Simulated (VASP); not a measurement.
Set up this calculation in VASP 6.6.1, as the native input.

| Quantity | Value |
| --- | --- |
| Task | single point |
| Functional | RPBE |
| Potentials or basis | VASP PAW PBE potentials, release 64 (Rb_sv) |
| Cutoff | 520 eV |
| k mesh | 8 × 8 × 8 |
| Occupations | fermi-dirac, width 0.1 eV |
| Spin | no spin polarisation |
| Dipole correction | no |
| Further INCAR settings | ALGO = Normal; EDIFF = 1e-07; NBANDS = 10 |

The structure of Rb lies in POSCAR:

```
Rb
1.0
    4.9048536121      0.0000000000      0.0000000000
    0.0000000000      4.9048536121      0.0000000000
    0.0000000000      0.0000000000      4.9048536121
Rb
1
Direct
    0.0000000000      0.0000000000      0.0000000000
```

This isn't the form of Rb at room conditions, which is bcc.

These files were run (other wordings do the same):

INCAR

```
  PREC = Accurate
  ENCUT = 520
  EDIFF = 1E-7
  ISMEAR = -1
  SIGMA = 0.1
  LREAL = F
  LASPH = T
  NELM = 60
  ALGO = Normal
  ISIF = 2
  LWAVE = F
  LCHARG = T
  GGA = RP
  LELF = T
  LVHAR = T
  NBANDS = 10
```

KPOINTS

```
Automatic mesh
0
Gamma
  8 8 8
```

Potentials or basis: VASP PAW PBE potentials, release 64 (Rb_sv).

The run is started by

```sh
$ cat potpaw_PBE.64/Rb_sv/POTCAR > POTCAR
$ mpirun -np 1 vasp_std > vasp.out
```

Results of the run:

- Pressure: -0.1 GPa
- Band gap on the k mesh: zero (an odd number of electrons rules out a gap without spin polarisation)

Caveat: the PAW data sets were made with another functional, which shifts forces and pressure a little.

It took 24 s on 1 thread of Intel(R) Xeon(R) Platinum 8488C (Sapphire Rapids), on a shared host, peak memory 0.21 GiB.
